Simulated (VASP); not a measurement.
A run of VASP 6.6.1 is set up as follows.

File POSCAR:

```
Sn3Se
1.0
    4.9620841871     -0.9924168374     -0.9924168374
   -0.9924168374      4.9620841871     -0.9924168374
   -0.9924168374     -0.9924168374      4.9620841871
Sn Se
3 1
Direct
    0.0000000000      0.5000000000      0.5000000000
    0.5000000000      0.0000000000      0.5000000000
    0.5000000000      0.5000000000      0.0000000000
    0.0000000000      0.0000000000      0.0000000000
```

The input INCAR.step1:

```
SYSTEM = Sn3Se
PREC = Accurate
ENCUT = 520
ISMEAR = 0
SIGMA = 0.15
LREAL = .FALSE.
LASPH = .TRUE.
NELM = 60
NBANDS = 32
GGA = PE
ALGO = Normal
EDIFF = 1E-4
LWAVE = .TRUE.
LCHARG = .FALSE.
```

INCAR.step2

```
SYSTEM = Sn3Se
PREC = Accurate
ENCUT = 520
EDIFF = 1E-6
ISMEAR = 0
SIGMA = 0.15
LREAL = .FALSE.
LASPH = .TRUE.
NELM = 60
ALGO = Normal
ISIF = 2
LWAVE = .FALSE.
LCHARG = .TRUE.
METAGGA = R2SCAN
LMIXTAU = .TRUE.
LELF = .TRUE.
LVHAR = .TRUE.
NBANDS = 32
ISTART = 1
```

Contents of KPOINTS:

```
Automatic mesh
0
G
  12 12 12
  0 0 0
```

Potentials or basis: VASP PAW PBE potentials, release 64 (Sn_d, Se).

The run is started by

```bash
$ cat potpaw_PBE.64/Sn_d/POTCAR potpaw_PBE.64/Se/POTCAR > POTCAR
$ cp INCAR.step1 INCAR
$ mpirun -np 1 vasp_std > vasp.out
$ cp INCAR.step2 INCAR
$ mpirun -np 1 vasp_std > vasp.out
```

(1) Predict the band gap on the k mesh.

(2) Estimate the pressure.

Results:

(1) zero (bands 24 and 25 overlap by 3.80 eV).

(2) 1.7 GPa.

Caveat: the PAW data sets were made with another functional, which shifts forces and pressure a little; spin-orbit coupling is left out, which moves the levels of the heavy elements.
